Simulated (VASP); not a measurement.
# Rh (Fm-3m) in VASP: a series of runs

Runs on Rh. Level: LDA. Tasks: single point.

Everything below comes from runs of VASP 6.6.1. Logs are shortened: lines on timing, memory, paths and dates and some standing lists are left out, and cuts for length are marked.

## 1. The cell of the first run

It takes space group Fm-3m (No. 225, cubic). The conventional cell has a = 3.780 Å, b = 3.780 Å, c = 3.780 Å, α = 90.00°, β = 90.00°, γ = 90.00°. Rh (site symmetry m-3m) has 12 Rh at 2.67 Å within 3.5 Å.

## 2. Single point, LDA

Input file INCAR:

```
SYSTEM = Rh
PREC = Accurate
ENCUT = 500
EDIFF = 1E-6
ISMEAR = 0
SIGMA = 0.1
LREAL = .FALSE.
LASPH = .TRUE.
NELM = 120
ALGO = Normal
ISIF = 2
LWAVE = .FALSE.
LCHARG = .FALSE.
NBANDS = 14
GGA_COMPAT = .FALSE.
```

Input file KPOINTS:

```
Automatic mesh
0
G
  8 8 8
  0 0 0
```

Input file POSCAR:

```
Rh
1.0
    0.0000000000      1.8900000000      1.8900000000
    1.8900000000      0.0000000000      1.8900000000
    1.8900000000      1.8900000000      0.0000000000
Rh
1
Direct
    0.0000000000      0.0000000000      0.0000000000
```

Potentials or basis: VASP PAW LDA potentials, release 64 (Rh_pv).

Launch:

```
$ cat potpaw_LDA.64/Rh_pv/POTCAR > POTCAR
$ mpirun -np 1 vasp_std > vasp.out
```

OUTCAR:

```text
SYSTEM = Rh
   PREC = Accurate
   ENCUT = 500
   EDIFF = 1E-6
   ISMEAR = 0
   LREAL = .FALSE.
   LASPH = .TRUE.
   NELM = 120
   ISIF = 2

 ion  position               nearest neighbor table
   1  0.000  0.000  0.000-

  LATTYP: Found a face centered cubic cell.
 ALAT       =     3.7800000000

  Lattice vectors:

 A1 = (   0.0000000000,   1.8900000000,   1.8900000000)
 A2 = (   1.8900000000,   0.0000000000,   1.8900000000)
 A3 = (   1.8900000000,   1.8900000000,   0.0000000000)

Analysis of symmetry for initial positions (statically):
=====================================================================
 Subroutine PRICEL returns:
 Original cell was already a primitive cell.

 Routine SETGRP: Setting up the symmetry group for a
 face centered cubic supercell.

 Subroutine GETGRP returns: Found 48 space group operations
 (whereof 48 operations were pure point group operations)
 out of a pool of 48 trial point group operations.

The static configuration has the point symmetry O_h .

Analysis of symmetry for dynamics (positions and initial velocities):
=====================================================================
 Subroutine PRICEL returns:
 Original cell was already a primitive cell.

 Routine SETGRP: Setting up the symmetry group for a
 face centered cubic supercell.

 Subroutine GETGRP returns: Found 48 space group operations
 (whereof 48 operations were pure point group operations)
 out of a pool of 48 trial point group operations.

The dynamic configuration has the point symmetry O_h .

 Subroutine INISYM returns: Found 48 space group operations
 (whereof 48 operations are pure point group operations),
 and found     1 'primitive' translations

----------------------------------------------------------------------------------------

                                     Primitive cell

  volume of cell :      13.5025

  direct lattice vectors                    reciprocal lattice vectors
     0.000000000  1.890000000  1.890000000    -0.264550265  0.264550265  0.264550265
     1.890000000  0.000000000  1.890000000     0.264550265 -0.264550265  0.264550265
     1.890000000  1.890000000  0.000000000     0.264550265  0.264550265 -0.264550265

  length of vectors
     2.672863633  2.672863633  2.672863633     0.458214499  0.458214499  0.458214499

  position of ions in fractional coordinates (direct lattice)
     0.000000000  0.000000000  0.000000000

  ion indices of the primitive-cell ions
   primitive index   ion index
                 1           1

----------------------------------------------------------------------------------------

 KPOINTS: Automatic mesh

Automatic generation of k-mesh.
 Grid dimensions read from file:
 generate k-points for:    8    8    8

 Generating k-lattice:

  Cartesian coordinates                     Fractional coordinates (reciprocal lattice)
    -0.033068783  0.033068783  0.033068783     0.125000000  0.000000000  0.000000000
     0.033068783 -0.033068783  0.033068783     0.000000000  0.125000000  0.000000000
     0.033068783  0.033068783 -0.033068783     0.000000000  0.000000000  0.125000000

  Length of vectors
     0.057276812  0.057276812  0.057276812

  Shift w.r.t. Gamma in fractional coordinates (k-lattice)
     0.000000000  0.000000000  0.000000000

 Subroutine IBZKPT returns following result:
 ===========================================

 Found     29 irreducible k-points:

 Following reciprocal coordinates:
            Coordinates               Weight
  0.000000  0.000000  0.000000      1.000000
  0.125000  0.000000  0.000000      8.000000
  0.250000  0.000000  0.000000      8.000000
  0.375000  0.000000  0.000000      8.000000
  0.500000  0.000000  0.000000      4.000000
  0.125000  0.125000  0.000000      6.000000
[... 16 lines left out ...]
  0.500000  0.250000  0.125000     48.000000
 -0.375000  0.250000  0.125000     24.000000
 [... further k-points ...]
   k-points           NKPTS =     29   k-points in BZ     NKDIM =     29   number of bands    NBANDS=     14
   number of dos      NEDOS =    301   number of ions     NIONS =      1
   total plane-waves  NPLWV =   8000
   dimension x,y,z NGX =    20 NGY =   20 NGZ =   20
   dimension x,y,z NGXF=    40 NGYF=   40 NGZF=   40
   ions per type =               1
   NGX,Y,Z   is equivalent  to a cutoff of  12.44, 12.44, 12.44 a.u.
   NGXF,Y,Z  is equivalent  to a cutoff of  24.88, 24.88, 24.88 a.u.
 SYSTEM =  Rh
   PREC   = accura    normal or accurate (medium, high low for compatibility)
   ISTART =      0    job   : 0-new  1-cont  2-samecut
   ICHARG =      2    charge: 1-file 2-atom 10-const
   ISPIN  =      1    spin polarized calculation?
   LNONCOLLINEAR =      F non collinear calculations
   LSORBIT =      F    spin-orbit coupling
   LASPH  =      T    aspherical Exc in radial PAW
   ENCUT  =  500.0 eV  36.75 Ry    6.06 a.u.   4.87  4.87  4.87*2*pi/ulx,y,z
   NELM   =    120;   NELMIN=  2; NELMDL= -5     # of ELM steps
   EDIFF  = 0.1E-05   stopping-criterion for ELM
   LREAL  =      F    real-space projection
   EDIFFG = 0.1E-04   stopping-criterion for IOM
   NSW    =      0    number of steps for IOM
   IBRION =     -1    ionic relax: 0-MD 1-quasi-New 2-CG
   NFREE  =      0    steps in history (QN), initial steepest desc. (CG)
   ISIF   =      2    stress and relaxation
   ISYM   =      2    0-nonsym 1-usesym 2-fastsym
   POTIM  = 0.5000    time-step for ionic-motion
   TEBEG  =    0.0;   TEEND  =   0.0 temperature during run
   PSTRESS=    0.0 pullay stress
   NELECT =      15.0000    total number of electrons
   NUPDOWN=      -1.0000    fix difference up-down
   EMIN   =  10.00;   EMAX   =-10.00  energy-range for DOS
   EFERMI =   0.00;   METHOD = LEGACY
   ISMEAR =     0;   SIGMA  =   0.10  broadening in eV -4-tet -1-fermi 0-gaus
   EFERMI_NEDOS =   21; number of points for ismear=-14 and -15
   IALGO  =     38    algorithm
   IMIX   =      4    mixing-type and parameters
     AMIX     =   0.40;   BMIX     =  1.00
     AMIX_MAG =   1.60;   BMIX_MAG =  1.00
  volume/ion in A,a.u.               =      13.50        91.12
  Fermi-wavevector in a.u.,A,eV,Ry     =   1.695509  3.204048 39.113361  2.874751
  Thomas-Fermi vector in A             =   2.776540
   LORBIT       =      0    0 simple, 1 ext, 2 COOP (PROOUT), +10 PAW based schemes
   GGA     = CA    functional components
   LHFCALC =     F    Hartree Fock is set to
   AEXX    =    0.0000 exact exchange contribution
   IVDW    =     0    specifies the selected vdW correction
   LEPSILON=     F    determine dielectric tensor
   LRPA    =     F    only Hartree local field effects (RPA)
 non-spin polarized calculation
 Gauss-broadening in eV      SIGMA  =   0.10
  energy-cutoff  :      500.00
  volume of cell :       13.50
 maximum number of plane-waves:       360
   NGX =  9   NGY =  9   NGZ =  9

 number of electron      15.0000006 magnetization

 Free energy of the ion-electron system (eV)
  ---------------------------------------------------
  ext. energy  EPLUGINS =         0.00000000
  ---------------------------------------------------
  free energy    TOTEN  =        -8.64756877 eV

  energy without entropy =       -8.63777580  energy(sigma->0) =       -8.64267229

 E-fermi :  12.0827     XC(G=0): -14.4631

 val. band max:       12.0540625014   @ k =  -0.3750   0.2500   0.0000
 cond. band min:      12.1576728525   @ k =   0.3750   0.0000   0.0000
 fundamental gap:      0.1036103511
 Fermi energy:        12.0827004753

 k-point     1 :       0.0000    0.0000    0.0000
  band No.  band energies     occupation
      1     -34.1132      2.00000
      2     -34.1132      2.00000
      3     -34.1132      2.00000
      4       3.8826      2.00000
      5       8.8654      2.00000
      6       8.8654      2.00000
      7       8.8654      2.00000
      8      11.0677      2.00000
      9      11.0677      2.00000
     10      27.9690      0.00000
     11      32.4153      0.00000
     12      33.4915      0.00000
     13      33.4915      0.00000
     14      33.4915      0.00000

 k-point     2 :       0.1250    0.0000    0.0000
  band No.  band energies     occupation
      1     -34.2336      2.00000
      2     -34.1293      2.00000
      3     -34.1293      2.00000
      4       4.4969      2.00000
      5       8.6227      2.00000
      6       9.0880      2.00000
      7       9.0880      2.00000
      8      10.9619      2.00000
      9      10.9619      2.00000
     10      28.8269      0.00000
     11      30.9655      0.00000
     12      32.4169      0.00000
     13      34.4202      0.00000
     14      34.4202      0.00000

 k-point     3 :       0.2500    0.0000    0.0000
  band No.  band energies     occupation
      1     -34.5185      2.00000
      2     -34.1682      2.00000
      3     -34.1682      2.00000
      4       5.6951      2.00000
      5       8.7348      2.00000
      6       9.2474      2.00000
      7       9.2474      2.00000
      8      11.2233      2.00000
      9      11.2233      2.00000
     10      27.2445      0.00000
     11      29.6484      0.00000
     12      32.4162      0.00000
     13      36.6171      0.00000
     14      36.6171      0.00000
[... 324 lines left out ...]
 k-point    23 :       0.5000    0.2500    0.1250
  band No.  band energies     occupation
      1     -34.7365      2.00000
      2     -34.4041      2.00000
      3     -34.2646      2.00000
      4       6.9612      2.00000
      5       8.0323      2.00000
      6       8.5673      2.00000
      7      10.2918      2.00000
      8      11.9374      1.96008
      9      15.2563      0.00000
     10      23.8007      0.00000
     11      28.0666      0.00000
     12      29.8881      0.00000
     13      32.4183      0.00000
     14      34.5509      0.00000

 k-point    24 :      -0.3750    0.2500    0.1250
  band No.  band energies     occupation
      1     -34.8007      2.00000
      2     -34.4317      2.00000
      3     -34.2897      2.00000
      4       6.8867      2.00000
      5       7.7813      2.00000
      6       9.3062      2.00000
      7       9.9957      2.00000
      8      12.4648      0.00000
      9      17.5488      0.00000
     10      20.5933      0.00000
     11      28.2478      0.00000
     12      28.9961      0.00000
     13      32.4184      0.00000
     14      33.2743      0.00000

 [... further k-points ...]

------------------------ aborting loop because EDIFF is reached ----------------------------------------

  FORCE on cell =-STRESS in cart. coord.  units (eV):
  Direction    XX          YY          ZZ          XY          YZ          ZX
  --------------------------------------------------------------------------------------
  -------------------------------------------------------------------------------------
  Total       -0.3800133     -0.3800133     -0.3800133     -0.0000000      0.0000000      0.0000000
  in kB      -45.0914320    -45.0914320    -45.0914320     -0.0000000      0.0000000      0.0000000
  external PRESSURE =     -45.0914320 kB  Pullay stress =       0.0000000 kB

 VOLUME and BASIS-vectors are now :
 -----------------------------------------------------------------------------
  energy-cutoff  :      500.00
  volume of cell :       13.50
      direct lattice vectors                 reciprocal lattice vectors
     0.000000000  1.890000000  1.890000000    -0.264550265  0.264550265  0.264550265
     1.890000000  0.000000000  1.890000000     0.264550265 -0.264550265  0.264550265
     1.890000000  1.890000000  0.000000000     0.264550265  0.264550265 -0.264550265

 POSITION                                       TOTAL-FORCE (eV/Angst)
 -----------------------------------------------------------------------------------
      0.00000      0.00000      0.00000         0.000000     -0.000000     -0.000000
 -----------------------------------------------------------------------------------
    total drift:                               -0.000000     -0.000000     -0.000000

  FREE ENERGIE OF THE ION-ELECTRON SYSTEM (eV)
  ---------------------------------------------------
  free  energy   TOTEN  =        -8.6475687686 eV

  energy  without entropy=       -8.6377758044  energy(sigma->0) =       -8.64267229
```

Wall time 5.1 s (1 thread of AMD EPYC 7R43 (Zen 3), shared host); peak memory 0.08 GiB.

Results:

```
Free energy : -8.6476 eV
Pressure    : -4.5 GPa
```

## 3. Single point, LDA

This run uses another cell than the first one, of 13.23 Å³/atom, 0.980 times its volume.

Input file INCAR:

```
SYSTEM = Rh
  ALGO = Normal
  EDIFF = 1E-6
  ENCUT = 500
  GGA_COMPAT = .False.
  ISIF = 2
  ISMEAR = 0
  LASPH = .True.
  LCHARG = .True.
  LELF = .True.
  LREAL = .False.
  LVHAR = .True.
  LWAVE = .False.
  NBANDS = 14
  NELM = 120
  PREC = Accurate
  SIGMA = 0.1
```

Input file KPOINTS:

```
k-points
0
Gamma
  18 18 18
  0 0 0
```

Input file POSCAR:

```
Rh
1.0
    0.0000000000      1.8770649395      1.8770649395
    1.8770649395      0.0000000000      1.8770649395
    1.8770649395      1.8770649395      0.0000000000
Rh
1
Direct
    0.0000000000      0.0000000000      0.0000000000
```

Potentials or basis: VASP PAW LDA potentials, release 64 (Rh_pv).

Launch:

```
$ cat potpaw_LDA.64/Rh_pv/POTCAR > POTCAR
$ mpirun -np 1 vasp_std > vasp.out
```

It took 26 s on 1 thread of AMD EPYC 7R43 (Zen 3), shared host; peak memory 0.1 GiB.

It converged, with:

```yaml
Free_energy: -8.6868 eV
Pressure: 0.9 GPa
```

Levels at points of the mesh, in eV from the Fermi level:
| k point | band 4 | band 5 | band 6 | band 7 | band 8 | band 9 | band 10 | band 11 |
| --- | --- | --- | --- | --- | --- | --- | --- | --- |
| (0.00, 0.00, 0.00) | -8.32 | -3.31 | -3.31 | -3.31 | -1.05 | -1.05 | 15.90 | 20.22 |
| (0.50, 0.00, 0.00) | -6.51 | -3.39 | -3.39 | 0.61 | 0.61 | 0.65 | 8.98 | 15.44 |
| (0.50, 0.50, 0.00) | -6.73 | -6.36 | 0.60 | 1.05 | 1.05 | 3.25 | 12.74 | 13.43 |
